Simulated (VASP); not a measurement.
**LiF: elastic constants with PBE**

The system is LiF.

```xyz
2
Lattice="0.0000 2.0340 2.0340 2.0340 0.0000 2.0340 2.0340 2.0340 0.0000" Properties=species:S:1:pos:R:3 pbc="T T T"
Li    2.0340    2.0340    2.0340
F     0.0000    0.0000    0.0000
```

```json
{
 "Program": "VASP 6.6.1",
 "Task": "elastic constants",
 "Functional": "PBE",
 "Potentials or basis": "VASP PAW PBE potentials, release 64 (Li_sv, F)",
 "Cutoff": "600 eV",
 "k mesh": "12 × 12 × 12",
 "Occupations": "gaussian, width 0.01 eV",
 "Spin": "no spin polarisation",
 "Dipole correction": "no",
 "Ions in elastic constants": "relaxed",
 "Further INCAR settings": "ALGO = Normal; EDIFF = 1e-08; NBANDS = 12; IBRION = 6; POTIM = 0.015; NSW = 1; ISIF = 3"
}
```

The elastic constants C11, C12, C44 are 107, 44, 59 GPa and the voigt bulk modulus is 65 GPa. The highest phonon frequency at Γ, LO-TO splitting left out is 272 cm⁻¹.

Phonon frequencies in cm⁻¹ (negative: imaginary):
```tsv
q point	frequencies
(0.000, 0.000, 0.000)	-1 -1 -1 272 272 272
```

Elastic tensor in Voigt notation (GPa, in the Cartesian axes of the cell as first typed):
```
107  44  44   0   0   0
 44 107  44   0   0   0
 44  44 107   0   0   0
  0   0   0  59   0   0
  0   0   0   0  59   0
  0   0   0   0   0  59
```

Clamped-ion elastic tensor (GPa):
```
107  44  44   0   0   0
 44 107  44   0   0   0
 44  44 107   0   0   0
  0   0   0  59   0   0
  0   0   0   0  59   0
  0   0   0   0   0  59
```

It took 3.4 min on 1 thread of Intel(R) Xeon(R) 6975P-C (Granite Rapids), with other jobs on the host, peak memory 0.31 GiB.

Caveat: the cutoff is under 1.25 times the usual one of these potentials, so pressure, stress and relaxed cells hold a basis-set (Pulay) error.
